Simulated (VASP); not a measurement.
# Al6SiAs8 (a cell with a defect) in VASP: further runs

The runs below take Al6SiAs8 (a cell with a defect) through single point, with PBE.

All numbers are computed with VASP 6.6.1; they aren't measurements. Logs are shortened: lines on timing, memory, paths and dates and some standing lists are left out, and cuts for length are marked.

## Step 1: The cell of the first run

The cell holds a defect, 15 atoms: a = 8.005 Å, b = 6.932 Å, c = 6.578 Å, α = 90.00°, β = 90.00°, γ = 90.00°.

## Step 2: Single point, PBE, collinear spin, zero start

INCAR

```
ALGO = Normal
EDIFF = 1E-7
ENCUT = 520
GGA = PE
ISIF = 2
ISMEAR = 0
ISPIN = 2
LASPH = T
LCHARG = T
LELF = T
LORBIT = 11
LREAL = Auto
LVHAR = T
LWAVE = F
MAGMOM = 0 0 0 0 0 0 0 0 0 0 0 0 0 0 0
NBANDS = 48
NELECT = 63.0
NELM = 150
PREC = Accurate
SIGMA = 0.02
```

KPOINTS

```
k-points
0
Gamma
  2 2 2
```

POSCAR

```
Al6SiAs8
1.0
   -4.0023940000     -6.9323500000      0.0000000000
    6.0035910000     -3.4661750000      0.0000000000
    0.0000000000      0.0000000000      6.5778050000
Al Si As
6 1 8
Direct
    0.4779619671      0.3395914394      0.0154771995
    0.2425228794      0.8645675758      0.0008405540
   -0.0028098159      0.3545647946      0.0116780598
   -0.0112173455      0.6574228264      0.5056933126
    0.7348126847      0.8657301739     -0.0033448848
    0.7483960615      0.2023552081      0.4907586953
    0.4704061765      0.8996538669      0.5169402255
    0.4519980717      0.2734767192      0.4079745447
    0.4880128644      0.7098464503      0.8463905513
    0.2667461841      0.7210986436      0.3446351785
    0.2386864635      0.1897010089      0.8507284725
    0.0183496269      0.3255230806      0.3873485152
   -0.0121492658      0.6900090049      0.8798173555
    0.7477094603      0.8558827304      0.3736509367
    0.7414163108      0.2010748557      0.8746265662
```

Potentials or basis: VASP PAW PBE potentials, release 64 (Al, Si, As).

The run is started by

```sh
$ cat potpaw_PBE.64/Al/POTCAR potpaw_PBE.64/Si/POTCAR potpaw_PBE.64/As/POTCAR > POTCAR
$ mpirun -np 1 vasp_std > vasp.out
```

OUTCAR:

```text
EDIFF = 1E-7
   ENCUT = 520
   GGA = PE
   ISIF = 2
   ISMEAR = 0
   ISPIN = 2
   LASPH = T
   LORBIT = 11
   LREAL = Auto
   NELECT = 63.0
   NELM = 150
   PREC = Accurate

 ion  position               nearest neighbor table
   1  0.478  0.340  0.015-  11 2.43  15 2.50   8 2.63   9 2.80
   2  0.243  0.865  0.001-   9 2.46  11 2.46  10 2.48  13 2.50
   3  0.997  0.355  0.012-  15 2.48  11 2.48  13 2.48  12 2.49
   4  0.989  0.657  0.506-  12 2.44  13 2.47  10 2.50  14 2.52
   5  0.735  0.866  0.997-   9 2.46  15 2.46  14 2.48  13 2.49
   6  0.748  0.202  0.491-  12 2.42   8 2.48  14 2.52  15 2.53   7 3.06
   7  0.470  0.900  0.517-  10 2.34  14 2.43   9 2.54   8 2.69   6 3.06
   8  0.452  0.273  0.408-   6 2.48   1 2.63   7 2.69
   9  0.488  0.710  0.846-   2 2.46   5 2.46   7 2.54   1 2.80
  10  0.267  0.721  0.345-   7 2.34   2 2.48   4 2.50
  11  0.239  0.190  0.851-   1 2.43   2 2.46   3 2.48
  12  0.018  0.326  0.387-   6 2.42   4 2.44   3 2.49
  13  0.988  0.690  0.880-   4 2.47   3 2.48   5 2.49   2 2.50
  14  0.748  0.856  0.374-   7 2.43   5 2.48   6 2.52   4 2.52
  15  0.741  0.201  0.875-   5 2.46   3 2.48   1 2.50   6 2.53

  LATTYP: Found a simple orthorhombic cell.
 ALAT       =     6.5778050000
 B/A-ratio  =     1.0539001719
 C/A-ratio  =     1.2169391169

  Lattice vectors:

 A1 = (   0.0000000000,   0.0000000000,  -6.5778050000)
 A2 = (   6.0035910000,  -3.4661750000,   0.0000000000)
 A3 = (  -4.0023940000,  -6.9323500000,   0.0000000000)

Analysis of symmetry for initial positions (statically):
=====================================================================
 Subroutine PRICEL returns:
 Original cell was already a primitive cell.

 Routine SETGRP: Setting up the symmetry group for a
 simple orthorhombic supercell.

 Subroutine GETGRP returns: Found  1 space group operations
 (whereof  1 operations were pure point group operations)
 out of a pool of  8 trial point group operations.

The static configuration has the point symmetry C_1 .

Analysis of symmetry for dynamics (positions and initial velocities):
=====================================================================
 Subroutine PRICEL returns:
 Original cell was already a primitive cell.

 Routine SETGRP: Setting up the symmetry group for a
 simple orthorhombic supercell.

 Subroutine GETGRP returns: Found  1 space group operations
 (whereof  1 operations were pure point group operations)
[... 556 lines left out ...]
 k-point     1 :       0.0000    0.0000    0.0000
  band No.  band energies     occupation
      1      -8.6278      1.00000
      2      -7.3426      1.00000
      3      -7.2422      1.00000
      4      -7.0455      1.00000
      5      -6.9442      1.00000
      6      -6.5324      1.00000
[... 357 lines left out ...]
     42       7.3739      0.00000
     43       7.5001      0.00000
 [bands above 43 left out]

------------------------ aborting loop because EDIFF is reached ----------------------------------------

  FORCE on cell =-STRESS in cart. coord.  units (eV):
  Direction    XX          YY          ZZ          XY          YZ          ZX
  --------------------------------------------------------------------------------------
  -------------------------------------------------------------------------------------
  Total        2.5429877     10.1485151      5.9666865      0.4945157     -2.9412622      2.8057935
  in kB       11.1620391     44.5452882     26.1898187      2.1705978    -12.9102013     12.3155830
  external PRESSURE =      27.2990487 kB  Pullay stress =       0.0000000 kB

 VOLUME and BASIS-vectors are now :
 -----------------------------------------------------------------------------
  energy-cutoff  :      520.00
  volume of cell :      365.02
      direct lattice vectors                 reciprocal lattice vectors
    -4.002394000 -6.932350000  0.000000000    -0.062462616 -0.108188421  0.000000000
     6.003591000 -3.466175000  0.000000000     0.124925232 -0.072125614  0.000000000
     0.000000000  0.000000000  6.577805000     0.000000000  0.000000000  0.152026398

 POSITION                                       TOTAL-FORCE (eV/Angst)
 -----------------------------------------------------------------------------------
      0.12578     -4.49048      0.10181         0.031010      0.025771      0.018971
      4.21984     -4.67800      0.00553         0.042640     -0.012665     -0.015619
     -1.86249     -8.14185      0.07682         0.042027     -0.006506      0.019454
     -0.01060     -9.13333      3.32635        -0.014840     -0.026042      0.005677
      2.25648     -8.09475      6.55580         0.034344     -0.017990     -0.012275
     -1.78052     -5.88954      3.22811         0.016578      0.005011      0.005431
      3.51840     -6.37938      3.40033        -0.185638     -0.015370     -0.026262
     -0.16723     -4.08133      2.68358        -0.037971      0.070412      0.048496
      2.30841     -5.84353      5.56739         0.027270     -0.008198     -0.018277
      3.26156     -4.34863      2.26694        -0.074382      0.039173     -0.052623
      0.18357     -2.31219      5.59593         0.095076      0.018147     -0.017642
      1.88087     -1.25553      2.54790        -0.025810     -0.001577      0.044564
      0.18876     -9.23982      5.78727         0.025009     -0.007079      0.008772
      2.14574     -8.15002      2.45780        -0.036982     -0.049085     -0.028438
     -1.76027     -5.83672      5.75312         0.061668     -0.014003      0.019770
 -----------------------------------------------------------------------------------
    total drift:                               -0.009269     -0.008817      0.018110

  FREE ENERGIE OF THE ION-ELECTRON SYSTEM (eV)
  ---------------------------------------------------
  free  energy   TOTEN  =       -63.8096413354 eV

  energy  without entropy=      -63.8096413354  energy(sigma->0) =      -63.80964134

 total charge

# of ion       s       p       d       tot
------------------------------------------
    1        0.425   0.320   0.000   0.745
    2        0.413   0.366   0.000   0.779
    3        0.410   0.363   0.000   0.773
    4        0.414   0.357   0.000   0.772
    5        0.408   0.370   0.000   0.778
    6        0.420   0.364   0.000   0.784
    7        0.793   0.756   0.000   1.549
    8        1.286   1.396   0.027   2.709
    9        1.219   1.578   0.028   2.824
   10        1.237   1.553   0.031   2.822
   11        1.234   1.570   0.025   2.830
   12        1.247   1.560   0.027   2.834
   13        1.196   1.671   0.025   2.891
   14        1.212   1.620   0.031   2.864
   15        1.202   1.656   0.026   2.884
--------------------------------------------------
tot         13.116  15.501   0.220  28.837

 magnetization (x)

# of ion       s       p       d       tot
------------------------------------------
    1       -0.000  -0.000   0.000  -0.000
    2       -0.000  -0.000   0.000  -0.000
    3       -0.000   0.000   0.000  -0.000
    4       -0.000  -0.000   0.000  -0.000
    5       -0.000  -0.000   0.000  -0.000
    6        0.000   0.000   0.000   0.000
    7        0.000   0.000   0.000   0.000
    8        0.000   0.000   0.000   0.000
    9        0.000   0.000   0.000   0.000
   10        0.000   0.000  -0.000   0.000
   11       -0.000  -0.000  -0.000  -0.000
   12       -0.000  -0.000   0.000  -0.000
   13        0.000  -0.000   0.000   0.000
   14        0.000   0.000  -0.000   0.000
   15        0.000  -0.000  -0.000   0.000
--------------------------------------------------
tot          0.000  -0.000  -0.000  -0.000
```

OSZICAR:

```text
N       E                     dE             d eps       ncg     rms          rms(c)
DAV:   1     0.214274940263E+03    0.21427E+03   -0.22802E+04  1536   0.106E+03
DAV:   2    -0.440032116781E+02   -0.25828E+03   -0.24275E+03  1896   0.160E+02
DAV:   3    -0.650321355911E+02   -0.21029E+02   -0.20733E+02  1920   0.452E+01
DAV:   4    -0.654618340029E+02   -0.42970E+00   -0.42837E+00  1896   0.736E+00
DAV:   5    -0.654717025723E+02   -0.98686E-02   -0.98655E-02  2032   0.116E+00    0.867E+00
DAV:   6    -0.639943630934E+02    0.14773E+01   -0.22062E+00  1832   0.411E+00    0.492E+00
DAV:   7    -0.638091849006E+02    0.18518E+00   -0.10859E+00  1896   0.284E+00    0.172E+00
DAV:   8    -0.638059388021E+02    0.32461E-02   -0.76043E-02  1896   0.982E-01    0.499E-01
DAV:   9    -0.638085757602E+02   -0.26370E-02   -0.14578E-02  1808   0.432E-01    0.172E-01
DAV:  10    -0.638092251095E+02   -0.64935E-03   -0.16167E-03  1872   0.129E-01    0.103E-01
DAV:  11    -0.638095163550E+02   -0.29125E-03   -0.25001E-04  1808   0.581E-02    0.490E-02
DAV:  12    -0.638096182467E+02   -0.10189E-03   -0.10655E-04  1808   0.349E-02    0.181E-02
DAV:  13    -0.638096335512E+02   -0.15304E-04   -0.97952E-06  1888   0.114E-02    0.765E-03
DAV:  14    -0.638096405152E+02   -0.69640E-05   -0.11045E-05  1784   0.113E-02    0.284E-03
DAV:  15    -0.638096410936E+02   -0.57833E-06   -0.10329E-06  1952   0.355E-03    0.163E-03
DAV:  16    -0.638096412922E+02   -0.19861E-06   -0.17964E-07  1360   0.154E-03    0.961E-04
DAV:  17    -0.638096413354E+02   -0.43246E-07   -0.12695E-07  1320   0.118E-03
   1 F= -.63809641E+02 E0= -.63809641E+02  d E =-.496253E-13  mag=    -0.0000
```

Wall time 3.2 min (1 thread of Intel Xeon 6975P-C (Granite Rapids), shared host); peak memory 0.59 GiB.

Results:

```yaml
Free_energy: -63.8096 eV
Largest_force: 0.188 eV/Å
Net_moment: 0.00 μB per cell
Valence_electrons_inside_the_program's_atomic_spheres: Al 0.74, 0.78, 0.77 (each value once); Si 1.55; As 2.71, 2.82, 2.83, 2.89, 2.86, 2.88 (each value once)
```

Forces in eV/Å, atoms in the order of the input:
```
Al   0.031  0.026  0.019
Al   0.043 -0.013 -0.016
Al   0.042 -0.007  0.019
Al  -0.015 -0.026  0.006
Al   0.034 -0.018 -0.012
Al   0.017  0.005  0.005
Si  -0.186 -0.015 -0.026
As  -0.038  0.070  0.048
As   0.027 -0.008 -0.018
As  -0.074  0.039 -0.053
As   0.095  0.018 -0.018
As  -0.026 -0.002  0.045
As   0.025 -0.007  0.009
As  -0.037 -0.049 -0.028
As   0.062 -0.014  0.020
```

Levels at points of the mesh, in eV from the Fermi level:
Spin up:
```csv
k point,band 29,band 30,band 31,band 32,band 33,band 34,band 35,band 36
"(0.00, 0.00, 0.00)",-0.33,-0.17,0.13,0.26,0.40,1.42,1.95,2.26
"(0.50, 0.00, 0.00)",-0.94,-0.73,-0.51,-0.29,0.40,2.38,2.64,3.19
"(0.00, 0.50, 0.00)",-0.74,-0.54,-0.10,0.10,1.05,1.73,1.75,2.36
"(0.50, 0.50, 0.00)",-0.80,-0.67,-0.53,-0.11,1.00,2.17,2.55,2.82
"(0.00, 0.00, 0.50)",-0.63,-0.46,-0.24,0.30,1.17,1.75,2.01,2.13
"(0.50, 0.00, 0.50)",-1.04,-0.99,-0.50,-0.37,1.47,1.94,2.17,2.49
"(0.00, 0.50, 0.50)",-1.12,-0.90,-0.77,-0.43,0.18,1.61,1.80,1.94
"(0.50, 0.50, 0.50)",-1.22,-1.05,-0.89,-0.48,0.65,2.35,2.66,2.70
```
Spin down:
```
           k point  band 30  band 31  band 32  band 33  band 34  band 35
(0.00, 0.00, 0.00)    -0.17     0.13     0.26     0.40     1.42     1.95
(0.50, 0.00, 0.00)    -0.73    -0.51    -0.29     0.40     2.38     2.64
(0.00, 0.50, 0.00)    -0.54    -0.10     0.10     1.05     1.73     1.75
(0.50, 0.50, 0.00)    -0.67    -0.53    -0.11     1.00     2.17     2.55
(0.00, 0.00, 0.50)    -0.46    -0.24     0.30     1.17     1.75     2.01
(0.50, 0.00, 0.50)    -0.99    -0.50    -0.37     1.47     1.94     2.17
(0.00, 0.50, 0.50)    -0.90    -0.77    -0.43     0.18     1.61     1.80
(0.50, 0.50, 0.50)    -1.05    -0.89    -0.48     0.65     2.35     2.66
```

Caveat: the k points lie up to 0.48 Å⁻¹ apart; the cell carries a net charge on a neutralising background, which shifts energy and pressure; the cell is charged against a uniform background, so pressure and absolute levels hang on convention.

## Step 3: Single point, PBE, collinear spin, zero start

INCAR

```
PREC = Accurate
ENCUT = 520
EDIFF = 1E-6
ISMEAR = 0
SIGMA = 0.02
LREAL = Auto
LASPH = True
NELM = 150
ALGO = Normal
ISIF = 2
LWAVE = False
LCHARG = False
ISPIN = 2
MAGMOM = 0 0 0 0 0 0 0 0 0 0 0 0 0 0 0
LORBIT = 11
GGA = PE
NELECT = 63.0
NBANDS = 48
```

KPOINTS

```
regular mesh
0
Gamma
  2 2 2
```

POSCAR

```
Al6SiAs8
1.0
   -4.0023940000     -6.9323500000      0.0000000000
    6.0035910000     -3.4661750000      0.0000000000
    0.0000000000      0.0000000000      6.5778050000
Al Si As
6 1 8
Direct
    0.4935571742      0.3455035949      0.0045858763
    0.2464902751      0.8440985067      0.0107531312
    0.0029669912      0.3429592502     -0.0051362119
   -0.0273190572      0.6663775679      0.4993337443
    0.7332752369      0.8506646120      0.0058665467
    0.7501499296      0.1998329962      0.4846654773
    0.4262792204      0.9786231931      0.5397257900
    0.4616696954      0.3180471519      0.3914743596
    0.4898300179      0.6925079881      0.8533636981
    0.2546491846      0.7539976272      0.3709533803
    0.2588826832      0.1631690930      0.8498863983
    0.0165947689      0.3336664346      0.3725720054
   -0.0105530490      0.6809337178      0.8767272669
    0.7234830867      0.8568064289      0.3827226560
    0.7472718423      0.1842552796      0.8670887933
```

Potentials or basis: VASP PAW PBE potentials, release 64 (Al, Si, As).

The run is started by

```sh
$ cat potpaw_PBE.64/Al/POTCAR potpaw_PBE.64/Si/POTCAR potpaw_PBE.64/As/POTCAR > POTCAR
$ mpirun -np 1 vasp_std > vasp.out
```

OUTCAR:

```text
PREC = Accurate
   ENCUT = 520
   EDIFF = 1E-6
   ISMEAR = 0
   LREAL = Auto
   LASPH = True
   NELM = 150
   ISIF = 2
   ISPIN = 2
   LORBIT = 11
   GGA = PE
   NELECT = 63.0

 ion  position               nearest neighbor table
   1  0.494  0.346  0.005-  11 2.48  15 2.49   8 2.56   9 2.60
   2  0.246  0.844  0.011-   9 2.44  10 2.45  11 2.45  13 2.51
   3  0.003  0.343  0.995-  13 2.47  15 2.47  12 2.49  11 2.58
   4  0.973  0.666  0.499-  12 2.48  10 2.49  13 2.49  14 2.51
   5  0.733  0.851  0.006-   9 2.45  14 2.48  15 2.49  13 2.51
   6  0.750  0.200  0.485-  12 2.44  14 2.48  15 2.52   8 2.53   7 3.03
   7  0.426  0.979  0.540-  10 2.35   8 2.56  14 2.73  11 2.76   9 2.91   6 3.03
   8  0.462  0.318  0.391-   6 2.53   7 2.56   1 2.56
   9  0.490  0.693  0.853-   2 2.44   5 2.45   1 2.60   7 2.91
  10  0.255  0.754  0.371-   7 2.35   2 2.45   4 2.49
  11  0.259  0.163  0.850-   2 2.45   1 2.48   3 2.58   7 2.76
  12  0.017  0.334  0.373-   6 2.44   4 2.48   3 2.49
  13  0.989  0.681  0.877-   3 2.47   4 2.49   2 2.51   5 2.51
  14  0.723  0.857  0.383-   6 2.48   5 2.48   4 2.51   7 2.73
  15  0.747  0.184  0.867-   3 2.47   1 2.49   5 2.49   6 2.52

  LATTYP: Found a simple orthorhombic cell.
 ALAT       =     6.5778050000
[... 984 lines left out ...]
     -1.80268     -5.89296      3.18803        -0.050834      0.009091     -0.011818
      4.16912     -6.34720      3.55021        -0.072789      0.053639      0.059971
      0.06164     -4.30286      2.57504         0.145466     -0.057922     -0.033990
      2.19704     -5.79603      5.61326         0.017329     -0.003056     -0.027675
      3.50749     -4.37881      2.44006        -0.036182      0.029921     -0.031590
     -0.05655     -2.36024      5.59039         0.033456      0.007006     -0.021891
      1.93678     -1.27159      2.45071        -0.062100      0.014892     -0.019434
      0.12789     -9.21943      5.76694        -0.020016      0.017483      0.002235
      2.24825     -7.98528      2.51748        -0.021002      0.007082     -0.013143
     -1.88468     -5.81901      5.70354         0.003240      0.019503     -0.005439
 -----------------------------------------------------------------------------------
    total drift:                               -0.018308     -0.013659     -0.006443

  FREE ENERGIE OF THE ION-ELECTRON SYSTEM (eV)
  ---------------------------------------------------
  free  energy   TOTEN  =       -63.5570555845 eV

  energy  without entropy=      -63.5560236483  energy(sigma->0) =      -63.55653962

 total charge

# of ion       s       p       d       tot
------------------------------------------
    1        0.416   0.341   0.000   0.757
    2        0.413   0.376   0.000   0.788
    3        0.412   0.351   0.000   0.763
    4        0.416   0.355   0.000   0.771
    5        0.410   0.365   0.000   0.774
    6        0.418   0.360   0.000   0.777
    7        0.817   0.693   0.000   1.510
    8        1.271   1.435   0.027   2.734
    9        1.224   1.571   0.025   2.820
   10        1.242   1.548   0.031   2.821
   11        1.222   1.568   0.026   2.816
   12        1.242   1.550   0.025   2.816
   13        1.199   1.657   0.025   2.880
   14        1.226   1.574   0.027   2.827
   15        1.203   1.652   0.026   2.880
--------------------------------------------------
tot         13.130  15.395   0.211  28.736

 magnetization (x)

# of ion       s       p       d       tot
------------------------------------------
    1        0.000  -0.000   0.000   0.000
    2        0.000   0.000   0.000   0.000
    3       -0.000  -0.000   0.000  -0.000
    4        0.000   0.000   0.000   0.000
    5       -0.000  -0.000   0.000  -0.000
    6        0.000  -0.000   0.000  -0.000
    7       -0.000  -0.000   0.000  -0.000
    8       -0.000  -0.000  -0.000  -0.000
    9       -0.000  -0.000  -0.000  -0.000
   10       -0.000  -0.000  -0.000  -0.000
   11        0.000   0.000  -0.000   0.000
   12       -0.000  -0.000  -0.000  -0.000
   13       -0.000  -0.000  -0.000  -0.000
   14        0.000   0.000  -0.000   0.000
   15        0.000   0.000   0.000   0.000
--------------------------------------------------
tot         -0.000  -0.000  -0.000  -0.000
```

Run time: 3.4 min. Hardware: 1 thread of Intel Xeon 6975P-C (Granite Rapids), shared host; peak memory 0.59 GiB.

Results:

```yaml
Free_energy: -63.5571 eV
Largest_force: 0.160 eV/Å
Net_moment: 0.00 μB per cell
Valence_electrons_inside_the_program's_atomic_spheres: Al 0.76, 0.79, 0.77, 0.78 (each value once); Si 1.51; As 2.73, 2.82, 2.88, 2.83 (each value once)
```

Forces in eV/Å, atoms in the order of the input:
```
Al   0.014  0.014  0.005
Al   0.023  0.004  0.061
Al   0.014 -0.019 -0.013
Al   0.020 -0.071  0.023
Al  -0.007 -0.025  0.026
Al  -0.051  0.009 -0.012
Si  -0.073  0.054  0.060
As   0.145 -0.058 -0.034
As   0.017 -0.003 -0.028
As  -0.036  0.030 -0.032
As   0.033  0.007 -0.022
As  -0.062  0.015 -0.019
As  -0.020  0.017  0.002
As  -0.021  0.007 -0.013
As   0.003  0.020 -0.005
```

Caveat: the k points lie up to 0.48 Å⁻¹ apart; the cell carries a net charge on a neutralising background, which shifts energy and pressure; the cell is charged against a uniform background, so pressure and absolute levels hang on convention.

(Part 1 of 2 ends here.)
